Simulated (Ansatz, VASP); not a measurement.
**Mo in VASP and in Ansatz**

```
Mo
1.0
    -1.56588    1.56588    1.56588
     1.56588   -1.56588    1.56588
     1.56588    1.56588   -1.56588
Mo
1
Direct
  0.00000 0.00000 0.00000
```

Alike in both runs: functional PBEsol; k mesh 8 × 8 × 8; occupations gaussian, width 0.1 eV; no spin polarisation.

Ansatz relaxed the structure, and its values are those at the end. VASP's run is a single point on that final structure, the one shown.

```csv
,VASP,Ansatz
version,VASP 6.6.1,Ansatz 0.2.0
potentials or method,"VASP PAW PBE potentials, release 64 (Mo_sv), cutoff 520 eV","scalar-relativistic, plane waves, PAW"
valence electrons in the cell,14,14
```

VASP gave:

```
gap on the k mesh at the Fermi level (eV) : none
pressure (GPa)                            : 0.5
```

Estimate Ansatz's values.

gap on the k mesh at the Fermi level (eV): none; pressure (GPa): 0.0.

VASP's potentials were made for PBE, not for PBEsol. A gap of «none» marks a metal or a gap that the smearing closes.
